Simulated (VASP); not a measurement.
# Cu (C2/m) in VASP: single point with PBE

Aim: the single point of Cu with PBE.

Program: VASP 6.6.1. These are calculated values, not measurements. Logs are shortened: lines on timing, memory, paths and dates and some standing lists are left out, and cuts for length are marked.

## 1. The cell of the first run

Symmetry: C2/m, No. 12, monoclinic system. Conventional cell: a = 8.062 Å, b = 2.477 Å, c = 2.514 Å, α = 90.00°, β = 90.00°, γ = 90.00°. Cu (site symmetry m) has 10 Cu at 2.35 to 2.74 Å within 3.1 Å.

## 2. Single point, PBE (atoms displaced along a vibrational mode)

INCAR

```
SYSTEM = Cu
PREC     = Accurate       ! precision mode
ENCUT    = 520            ! plane-wave cutoff, eV
EDIFF    = 1E-7           ! SCF threshold, eV
ISMEAR   = 0              ! smearing method
SIGMA    = 0.15           ! smearing width, eV
LREAL    = .FALSE.        ! projectors in reciprocal space
LASPH    = .TRUE.         ! aspherical terms in the spheres
NELM     = 100            ! most SCF steps
ALGO     = Fast           ! electronic algorithm
ISIF     = 2              ! what is computed and relaxed
LWAVE    = .FALSE.        ! write WAVECAR
LCHARG   = .FALSE.        ! write CHGCAR
GGA      = PE             ! functional
NBANDS   = 18             ! bands
```

KPOINTS

```
Automatic mesh
0
G
  18 18 18
  0 0 0
```

POSCAR

```
Cu
1.0
    1.2386412945     -4.0308860292      0.0000000000
    1.2386412945      4.0308860292      0.0000000000
    0.0000000000      0.0000000000      2.5142119659
Cu
2
Direct
    0.1340351705      0.8659648295      0.1852878746
    0.8659648295      0.1340351705      0.8147121254
```

Potentials or basis: VASP PAW PBE potentials, release 64 (Cu).

Command:

```bash
$ cat potpaw_PBE.64/Cu/POTCAR > POTCAR
$ mpirun -np 1 vasp_std > vasp.out
```

OUTCAR:

```text
SYSTEM = Cu
   PREC = Accurate
   ENCUT = 520
   EDIFF = 1E-7
   ISMEAR = 0
   LREAL = .FALSE.
   LASPH = .TRUE.
   NELM = 100
   ISIF = 2
   GGA = PE

 ion  position               nearest neighbor table
   1  0.134  0.866  0.185-   2 2.35   2 2.43   2 2.43   2 2.68   2 2.74   2 2.74
   2  0.866  0.134  0.815-   1 2.35   1 2.43   1 2.43   1 2.68   1 2.74   1 2.74

  LATTYP: Found a base centered orthorhombic cell.
 ALAT       =     2.4772825890
 B/A-ratio  =     3.2542803531
 C/A-ratio  =     1.0149072121

  Lattice vectors:

 A1 = (   1.2386412945,  -4.0308860292,   0.0000000000)
 A2 = (   1.2386412945,   4.0308860292,   0.0000000000)
 A3 = (   0.0000000000,   0.0000000000,   2.5142119659)

Analysis of symmetry for initial positions (statically):
=====================================================================
 Subroutine PRICEL returns:
 Original cell was already a primitive cell.

 Routine SETGRP: Setting up the symmetry group for a
 base centered orthorhombic supercell.

 Subroutine GETGRP returns: Found  4 space group operations
 (whereof  4 operations were pure point group operations)
 out of a pool of  8 trial point group operations.

The static configuration has the point symmetry C_2h.

Analysis of symmetry for dynamics (positions and initial velocities):
=====================================================================
 Subroutine PRICEL returns:
 Original cell was already a primitive cell.

 Routine SETGRP: Setting up the symmetry group for a
 base centered orthorhombic supercell.

 Subroutine GETGRP returns: Found  4 space group operations
 (whereof  4 operations were pure point group operations)
 out of a pool of  8 trial point group operations.

The dynamic configuration has the point symmetry C_2h.

 Subroutine INISYM returns: Found  4 space group operations
 (whereof  4 operations are pure point group operations),
 and found     1 'primitive' translations

----------------------------------------------------------------------------------------

                                     Primitive cell

  volume of cell :      25.1060

  direct lattice vectors                    reciprocal lattice vectors
     1.238641295 -4.030886029  0.000000000     0.403668118 -0.124042207  0.000000000
     1.238641295  4.030886029  0.000000000     0.403668118  0.124042207  0.000000000
     0.000000000  0.000000000  2.514211966     0.000000000  0.000000000  0.397738939

  length of vectors
     4.216903418  4.216903418  2.514211966     0.422296600  0.422296600  0.397738939

  position of ions in fractional coordinates (direct lattice)
     0.134035170  0.865964830  0.185287875
     0.865964830  0.134035170  0.814712125

  ion indices of the primitive-cell ions
   primitive index   ion index
                 1           1
                 2           2

----------------------------------------------------------------------------------------

 KPOINTS: Automatic mesh

Automatic generation of k-mesh.
 Grid dimensions read from file:
 generate k-points for:   18   18   18

 Generating k-lattice:

  Cartesian coordinates                     Fractional coordinates (reciprocal lattice)
     0.022426007 -0.006891234  0.000000000     0.055555556  0.000000000  0.000000000
     0.022426007  0.006891234  0.000000000     0.000000000  0.055555556  0.000000000
     0.000000000  0.000000000  0.022096608     0.000000000  0.000000000  0.055555556

  Length of vectors
     0.023460922  0.023460922  0.022096608

  Shift w.r.t. Gamma in fractional coordinates (k-lattice)
     0.000000000  0.000000000  0.000000000

 Subroutine IBZKPT returns following result:
 ===========================================

 Found   1550 irreducible k-points:

 Following reciprocal coordinates:
            Coordinates               Weight
  0.000000  0.000000  0.000000      1.000000
  0.055556  0.000000  0.000000      4.000000
  0.111111  0.000000  0.000000      4.000000
  0.166667  0.000000  0.000000      4.000000
  0.222222  0.000000  0.000000      4.000000
  0.277778  0.000000  0.000000      4.000000
[... 16 lines left out ...]
 -0.277778  0.055556  0.000000      4.000000
 -0.222222  0.055556  0.000000      4.000000
 [... further k-points ...]
   k-points           NKPTS =   1550   k-points in BZ     NKDIM =   1550   number of bands    NBANDS=     18
   number of dos      NEDOS =    301   number of ions     NIONS =      2
   total plane-waves  NPLWV =  20480
   dimension x,y,z NGX =    32 NGY =   32 NGZ =   20
   dimension x,y,z NGXF=    64 NGYF=   64 NGZF=   40
   ions per type =               2
   NGX,Y,Z   is equivalent  to a cutoff of  12.62, 12.62, 13.22 a.u.
   NGXF,Y,Z  is equivalent  to a cutoff of  25.23, 25.23, 26.45 a.u.
 SYSTEM =  Cu
   PREC   = accura    normal or accurate (medium, high low for compatibility)
   ISTART =      0    job   : 0-new  1-cont  2-samecut
   ICHARG =      2    charge: 1-file 2-atom 10-const
   ISPIN  =      1    spin polarized calculation?
   LNONCOLLINEAR =      F non collinear calculations
   LSORBIT =      F    spin-orbit coupling
   LASPH  =      T    aspherical Exc in radial PAW
   ENCUT  =  520.0 eV  38.22 Ry    6.18 a.u.   7.84  7.84  4.67*2*pi/ulx,y,z
   NELM   =    100;   NELMIN=  2; NELMDL= -5     # of ELM steps
   EDIFF  = 0.1E-06   stopping-criterion for ELM
   LREAL  =      F    real-space projection
   EDIFFG = 0.1E-05   stopping-criterion for IOM
   NSW    =      0    number of steps for IOM
   IBRION =     -1    ionic relax: 0-MD 1-quasi-New 2-CG
   NFREE  =      0    steps in history (QN), initial steepest desc. (CG)
   ISIF   =      2    stress and relaxation
   ISYM   =      2    0-nonsym 1-usesym 2-fastsym
   POTIM  = 0.5000    time-step for ionic-motion
   TEBEG  =    0.0;   TEEND  =   0.0 temperature during run
   PSTRESS=    0.0 pullay stress
   NELECT =      22.0000    total number of electrons
   NUPDOWN=      -1.0000    fix difference up-down
   EMIN   =  10.00;   EMAX   =-10.00  energy-range for DOS
   EFERMI =   0.00;   METHOD = LEGACY
   ISMEAR =     0;   SIGMA  =   0.15  broadening in eV -4-tet -1-fermi 0-gaus
   EFERMI_NEDOS =   21; number of points for ismear=-14 and -15
   IALGO  =     68    algorithm
   IMIX   =      4    mixing-type and parameters
     AMIX     =   0.40;   BMIX     =  1.00
     AMIX_MAG =   1.60;   BMIX_MAG =  1.00
  volume/ion in A,a.u.               =      12.55        84.71
  Fermi-wavevector in a.u.,A,eV,Ry     =   1.566594  2.960433 33.391638  2.454216
  Thomas-Fermi vector in A             =   2.668899
   LORBIT       =      0    0 simple, 1 ext, 2 COOP (PROOUT), +10 PAW based schemes
   GGA     = PE    functional components
   LHFCALC =     F    Hartree Fock is set to
   AEXX    =    0.0000 exact exchange contribution
   IVDW    =     0    specifies the selected vdW correction
   LEPSILON=     F    determine dielectric tensor
   LRPA    =     F    only Hartree local field effects (RPA)
 non-spin polarized calculation
 RMM-DIIS sequential band-by-band and
 Gauss-broadening in eV      SIGMA  =   0.15
  energy-cutoff  :      520.00
  volume of cell :       25.11
 maximum number of plane-waves:       698
   NGX = 15   NGY = 15   NGZ =  9

 number of electron      21.9999996 magnetization

 Free energy of the ion-electron system (eV)
  ---------------------------------------------------
  ext. energy  EPLUGINS =         0.00000000
  ---------------------------------------------------
  free energy    TOTEN  =        -7.04844832 eV

  energy without entropy =       -7.04224912  energy(sigma->0) =       -7.04534872

 E-fermi :   6.8512     XC(G=0): -12.3276

 val. band max:        6.8499474940   @ k =   0.5000   0.0556   0.2222
 cond. band min:       6.8533206361   @ k =  -0.3333  -0.1111   0.2778
 fundamental gap:      0.0033731421
 Fermi energy:         6.8512444014

 k-point     1 :       0.0000    0.0000    0.0000
  band No.  band energies     occupation
      1      -2.0468      2.00000
      2       2.2302      2.00000
      3       2.8690      2.00000
      4       3.2629      2.00000
      5       3.9692      2.00000
      6       4.1722      2.00000
[... 10 lines left out ...]
     17      25.5612      0.00000
     18      27.9050      0.00000

 k-point     2 :       0.0556    0.0000    0.0000
  band No.  band energies     occupation
      1      -1.9604      2.00000
      2       2.2650      2.00000
      3       2.8950      2.00000
      4       3.2909      2.00000
      5       3.9664      2.00000
      6       4.1741      2.00000
[... 10 lines left out ...]
     17      25.2697      0.00000
     18      29.3889      0.00000

 k-point     3 :       0.1111    0.0000    0.0000
  band No.  band energies     occupation
      1      -1.7036      2.00000
      2       2.3602      2.00000
      3       2.9715      2.00000
      4       3.3730      2.00000
      5       3.9559      2.00000
      6       4.1450      2.00000
[... 10 lines left out ...]
     17      25.4690      0.00000
     18      30.3740      0.00000

 k-point     4 :       0.1667    0.0000    0.0000
  band No.  band energies     occupation
      1      -1.2845      2.00000
      2       2.4912      2.00000
      3       3.0885      2.00000
      4       3.4916      2.00000
      5       3.8628      2.00000
      6       4.0021      2.00000
[... 375 lines left out ...]
      4       3.3287      2.00000
      5       3.7392      2.00000
      6       4.1169      2.00000
[... 10 lines left out ...]
     17      26.6196      0.00000
     18      28.2583      0.00000

 k-point    23 :      -0.2778    0.0556    0.0000
  band No.  band energies     occupation
      1      -0.5817      2.00000
      2       2.5807      2.00000
      3       3.1727      2.00000
      4       3.4369      2.00000
      5       3.7051      2.00000
      6       4.0254      2.00000
[... 10 lines left out ...]
     17      26.1485      0.00000
     18      30.0145      0.00000

 k-point    24 :      -0.2222    0.0556    0.0000
  band No.  band energies     occupation
      1      -1.1694      2.00000
      2       2.4550      2.00000
      3       3.0458      2.00000
      4       3.5228      2.00000
      5       3.7720      2.00000
      6       3.9808      2.00000
[... 10 lines left out ...]
     17      25.7574      0.00000
     18      30.0920      0.00000

 [... further k-points ...]

------------------------ aborting loop because EDIFF is reached ----------------------------------------

  FORCE on cell =-STRESS in cart. coord.  units (eV):
  Direction    XX          YY          ZZ          XY          YZ          ZX
  --------------------------------------------------------------------------------------
  -------------------------------------------------------------------------------------
  Total        0.3144559      1.1726055      0.0133475      0.0000000      0.1205019      0.0000000
  in kB       20.0674615     74.8315153      0.8517883      0.0000000      7.6900063      0.0000000
  external PRESSURE =      31.9169217 kB  Pullay stress =       0.0000000 kB

 VOLUME and BASIS-vectors are now :
 -----------------------------------------------------------------------------
  energy-cutoff  :      520.00
  volume of cell :       25.11
      direct lattice vectors                 reciprocal lattice vectors
     1.238641295 -4.030886029  0.000000000     0.403668118 -0.124042207  0.000000000
     1.238641295  4.030886029  0.000000000     0.403668118  0.124042207  0.000000000
     0.000000000  0.000000000  2.514211966     0.000000000  0.000000000  0.397738939

 POSITION                                       TOTAL-FORCE (eV/Angst)
 -----------------------------------------------------------------------------------
      1.23864      2.95033      0.46585         0.000000      0.044482      0.783698
      1.23864     -2.95033      2.04836         0.000000     -0.044482     -0.783698
 -----------------------------------------------------------------------------------
    total drift:                               -0.000000     -0.000000     -0.000000

  FREE ENERGIE OF THE ION-ELECTRON SYSTEM (eV)
  ---------------------------------------------------
  free  energy   TOTEN  =        -7.0484483184 eV

  energy  without entropy=       -7.0422491234  energy(sigma->0) =       -7.04534872
```

Wall time 34 min (1 thread of Oxide Virtual Turin-like, shared host); peak memory 0.61 GiB.

Results:

```yaml
Free_energy: -7.0484 eV
Pressure: 3.2 GPa
Largest_force: 0.785 eV/Å
Band_gap_on_the_k_mesh: zero (bands 11 and 12 overlap by 5.45 eV)
```

Forces on the atoms (eV/Å):
```
Cu   0.000  0.044  0.784
Cu   0.000 -0.044 -0.784
```

Stress tensor (GPa, compression positive):
```
2.01 0.00 0.00
0.00 7.48 0.77
0.00 0.77 0.09
```

Caveat: the cell differs from its parent crystal (atoms displaced along a vibrational mode); the stress differs along the axes, from 0 to 7 GPa.
